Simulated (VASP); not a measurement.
# Ge (P6/mmm) in VASP: further runs, part 2 of 2

VASP 6.6.1.

**4. Single point, r2SCAN (17.29 Å³/atom)**

This run uses another cell than the first one, of 17.29 Å³/atom.

Contents of POSCAR:

```
Ge
1.0
    4.7441646987      0.0000000000      0.0000000000
   -2.3720823493      4.1085671488      0.0000000000
    0.0000000000      0.0000000000      2.6614323862
Ge
3
Direct
    1.0000000000      0.0000000000      0.0000000000
    0.3333333333      0.6666666667      0.5000000000
    0.6666666667      0.3333333333      0.5000000000
```

Contents of INCAR.step1:

```
SYSTEM = Ge
PREC     = Accurate       ! precision mode
ENCUT    = 520            ! plane-wave cutoff, eV
ISMEAR   = -1             ! smearing method
SIGMA    = 0.1            ! smearing width, eV
LREAL    = .False.        ! projectors in reciprocal space
LASPH    = .True.         ! aspherical terms in the spheres
NELM     = 100            ! most SCF steps
NBANDS   = 28             ! bands
GGA      = PE             ! functional
ALGO     = Normal         ! electronic algorithm
EDIFF    = 1E-4           ! SCF threshold, eV
LWAVE    = .True.         ! write WAVECAR
LCHARG   = .False.        ! write CHGCAR
```

Contents of INCAR.step2:

```
SYSTEM = Ge
PREC     = Accurate       ! precision mode
ENCUT    = 520            ! plane-wave cutoff, eV
EDIFF    = 1E-7           ! SCF threshold, eV
ISMEAR   = -1             ! smearing method
SIGMA    = 0.1            ! smearing width, eV
LREAL    = .False.        ! projectors in reciprocal space
LASPH    = .True.         ! aspherical terms in the spheres
NELM     = 100            ! most SCF steps
ALGO     = Normal         ! electronic algorithm
ISIF     = 2              ! what is computed and relaxed
LWAVE    = .False.        ! write WAVECAR
LCHARG   = .False.        ! write CHGCAR
METAGGA  = R2SCAN         ! meta-GGA
LMIXTAU  = .True.       
NBANDS   = 28             ! bands
ISTART   = 1
```

Contents of KPOINTS:

```
Automatic mesh
0
Gamma
  9 9 13
  0 0 0
```

Run with:

```bash
cat potpaw_PBE.64/Ge_d/POTCAR > POTCAR
cp INCAR.step1 INCAR
mpirun -np 1 vasp_std > vasp.out
cp INCAR.step2 INCAR
mpirun -np 1 vasp_std > vasp.out
```

It took 4.7 min on 1 thread of AMD EPYC 9R45 (Zen 5), shared host; peak memory 0.2 GiB.

It converged, with:

* Free energy: -39.8734 eV
* Pressure: 7.0 GPa
* Band gap on the k mesh: zero (bands 21 and 22 overlap by 6.46 eV)

Stress tensor (GPa, compression positive):
```
 4.57  0.00  0.00
 0.00  4.57  0.00
 0.00  0.00 11.75
```

Levels at points of the mesh, in eV from the Fermi level:
| k point | band 17 | band 18 | band 19 | band 20 | band 21 | band 22 | band 23 | band 24 | band 25 | band 26 |
| --- | --- | --- | --- | --- | --- | --- | --- | --- | --- | --- |
| (0.00, 0.00, 0.00) | -7.33 | -7.08 | -4.05 | -4.05 | -4.01 | -4.01 | 6.27 | 9.61 | 9.61 | 10.34 |

Caveat: the cell stands under pressure; the PAW data sets were made with another functional, which shifts forces and pressure a little.

**5. Single point, r2SCAN (18.04 Å³/atom)**

This run uses another cell than the first one, of 18.04 Å³/atom.

Contents of POSCAR:

```
Ge
1.0
    4.8119476379      0.0000000000      0.0000000000
   -2.4059738190      4.1672688961      0.0000000000
    0.0000000000      0.0000000000      2.6994579863
Ge
3
Direct
    1.0000000000      0.0000000000      0.0000000000
    0.3333333333      0.6666666667      0.5000000000
    0.6666666667      0.3333333333      0.5000000000
```

Changes to INCAR.step1 since step 4:

```diff
@@ -7,3 +7,3 @@
 LASPH    = .True.         ! aspherical terms in the spheres
-NELM     = 100            ! most SCF steps
+NELM     = 80             ! most SCF steps
 NBANDS   = 28             ! bands
```

Changes to INCAR.step2 since step 4:

```diff
@@ -8,3 +8,3 @@
 LASPH    = .True.         ! aspherical terms in the spheres
-NELM     = 100            ! most SCF steps
+NELM     = 80             ! most SCF steps
 ALGO     = Normal         ! electronic algorithm
```

KPOINTS is that of step 4.

Run with:

```bash
cat potpaw_PBE.64/Ge_d/POTCAR > POTCAR
cp INCAR.step1 INCAR
mpirun -np 1 vasp_std > vasp.out
cp INCAR.step2 INCAR
mpirun -np 1 vasp_std > vasp.out
```

Run time: 4.3 min. Hardware: 1 thread of AMD EPYC 9R45 (Zen 5), shared host; peak memory 0.2 GiB.

The run converged. Its results:

| Property | Result |
| --- | --- |
| Free energy | -39.9442 eV |
| Pressure | 3.1 GPa |
| Band gap on the k mesh | zero (bands 21 and 22 overlap by 6.15 eV) |

Stress tensor (GPa, compression positive):
```
1.10 0.00 0.00
0.00 1.10 0.00
0.00 0.00 7.11
```

Levels at points of the mesh, in eV from the Fermi level:
| k point | band 19 | band 20 | band 21 | band 22 | band 23 | band 24 |
| --- | --- | --- | --- | --- | --- | --- |
| (0.00, 0.00, 0.00) | -3.83 | -3.83 | -3.78 | -3.78 | 6.08 | 9.18 |

Caveat: the cell stands under pressure; the PAW data sets were made with another functional, which shifts forces and pressure a little.

**6. Single point, r2SCAN (18.80 Å³/atom)**

Contents of POSCAR:

```
Ge
1.0
    4.8778729210      0.0000000000      0.0000000000
   -2.4389364605      4.2243618660      0.0000000000
    0.0000000000      0.0000000000      2.7364414586
Ge
3
Direct
    1.0000000000      0.0000000000      0.0000000000
    0.3333333333      0.6666666667      0.5000000000
    0.6666666667      0.3333333333      0.5000000000
```

Contents of INCAR.step1:

```
SYSTEM = Ge
PREC = Accurate
ENCUT = 520
ISMEAR = -1
SIGMA = 0.1
LREAL = .FALSE.
LASPH = .TRUE.
NELM = 80
NBANDS = 28
GGA = PE
ALGO = Normal
EDIFF = 1E-4
LWAVE = .TRUE.
LCHARG = .FALSE.
```

Contents of INCAR.step2:

```
SYSTEM = Ge
PREC = Accurate
ENCUT = 520
EDIFF = 1E-6
ISMEAR = -1
SIGMA = 0.1
LREAL = .FALSE.
LASPH = .TRUE.
NELM = 80
ALGO = Normal
ISIF = 2
LWAVE = .FALSE.
LCHARG = .FALSE.
METAGGA = R2SCAN
LMIXTAU = .TRUE.
NBANDS = 28
ISTART = 1
```

Contents of KPOINTS:

```
regular mesh
0
G
  9 9 13
  0 0 0
```

Potentials or basis: VASP PAW PBE potentials, release 64 (Ge_d).

Run with:

```bash
cat potpaw_PBE.64/Ge_d/POTCAR > POTCAR
cp INCAR.step1 INCAR
mpirun -np 1 vasp_std > vasp.out
cp INCAR.step2 INCAR
mpirun -np 1 vasp_std > vasp.out
```

It took 3.7 min on 1 thread of AMD EPYC 9R45 (Zen 5), shared host; peak memory 0.21 GiB.

The run converged. Its results:

| Quantity | Value |
| --- | --- |
| Free energy | -39.9660 eV |
| Pressure | -0.1 GPa |
| Band gap on the k mesh | zero (bands 21 and 22 overlap by 5.88 eV) |

Stress tensor (GPa, compression positive):
```
-1.72  0.00  0.00
 0.00 -1.72  0.00
 0.00  0.00  3.29
```

Levels at points of the mesh, in eV from the Fermi level:
```csv
k point,band 17,band 18,band 19,band 20,band 21,band 22,band 23,band 24,band 25,band 26
"(0.00, 0.00, 0.00)",-7.32,-7.04,-3.62,-3.62,-3.57,-3.57,5.90,8.79,8.79,9.98
```

Caveat: the PAW data sets were made with another functional, which shifts forces and pressure a little.

**7. Overview**

```csv
cell,k mesh,gap on the mesh (eV),pressure (GPa)
"a = 4.878, b = 4.878, c = 2.736 Å, angles 90.0, 90.0, 120.0°, 3 atoms",8 × 8 × 11,none,-0.1
"a = 4.674, b = 4.674, c = 2.622 Å, angles 90.0, 90.0, 120.0°, 3 atoms",9 × 9 × 13,none,11.8
"a = 4.744, b = 4.744, c = 2.661 Å, angles 90.0, 90.0, 120.0°, 3 atoms",9 × 9 × 13,none,7.0
"a = 4.812, b = 4.812, c = 2.699 Å, angles 90.0, 90.0, 120.0°, 3 atoms",9 × 9 × 13,none,3.1
"a = 4.878, b = 4.878, c = 2.736 Å, angles 90.0, 90.0, 120.0°, 3 atoms",9 × 9 × 13,none,-0.1
```

Alike in all rows: task single point; level r2SCAN; potentials or basis VASP PAW PBE potentials, release 64 (Ge_d); no spin polarisation; cutoff (eV) 520; smearing fermi-dirac 0.1 eV.

Caveats: the PAW data sets were made with another functional, which shifts forces and pressure a little; the cell stands under pressure (at least some runs).

Total energies depend on the potentials used, so only differences within one code and one set of settings carry meaning.
